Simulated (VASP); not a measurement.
A run of VASP 6.6.1:

The input POSCAR:

```
Ta2O5
1.0
   -2.6235558931      2.6235558931      4.7757106043
    2.6235558931     -2.6235558931      4.7757106043
    2.6235558931      2.6235558931     -4.7757106043
Ta O
2 5
Direct
    0.1972472311      0.1972472311      0.0000000000
    0.8027527689      0.8027527689      0.0000000000
    0.0000000000      0.0000000000      0.0000000000
    0.5000000000      0.0000000000      0.0000000000
    0.0000000000      0.5000000000      0.0000000000
    0.0000000000      0.0000000000      0.5000000000
    0.5000000000      0.5000000000      0.5000000000
```

File INCAR.step1:

```
SYSTEM = Ta2O5
ALGO = Normal
EDIFF = 1E-4
ENCUT = 520
GGA = PE
ISMEAR = 0
LASPH = .True.
LCHARG = .False.
LREAL = .False.
LWAVE = .True.
NBANDS = 35
NELM = 100
PREC = Accurate
SIGMA = 0.02
```

The input INCAR.step2:

```
SYSTEM = Ta2O5
ALGO = Normal
EDIFF = 1E-7
ENCUT = 520
ISIF = 2
ISMEAR = 0
ISTART = 1
LASPH = .True.
LCHARG = .False.
LMIXTAU = .True.
LREAL = .False.
LWAVE = .False.
METAGGA = R2SCAN
NBANDS = 35
NELM = 100
PREC = Accurate
SIGMA = 0.02
```

Contents of KPOINTS:

```
k-points
0
Gamma
  8 8 8
  0 0 0
```

Potentials or basis: VASP PAW PBE potentials, release 64 (Ta_pv, O).

Command:

```bash
$ cat potpaw_PBE.64/Ta_pv/POTCAR potpaw_PBE.64/O/POTCAR > POTCAR
$ cp INCAR.step1 INCAR
$ mpirun -np 1 vasp_std > vasp.out
$ cp INCAR.step2 INCAR
$ mpirun -np 1 vasp_std > vasp.out
```

Hardware: 1 thread of Intel(R) Xeon(R) Platinum 8259CL CPU @ 2.50GHz (Skylake/Cascade Lake), with other jobs on the host.

Question: How long does it take, and how much memory?

Answer: Wall time 22 min on 1 thread of Intel(R) Xeon(R) Platinum 8259CL CPU @ 2.50GHz (Skylake/Cascade Lake), with other jobs on the host, peak memory 0.49 GiB. Counts: k points 59.
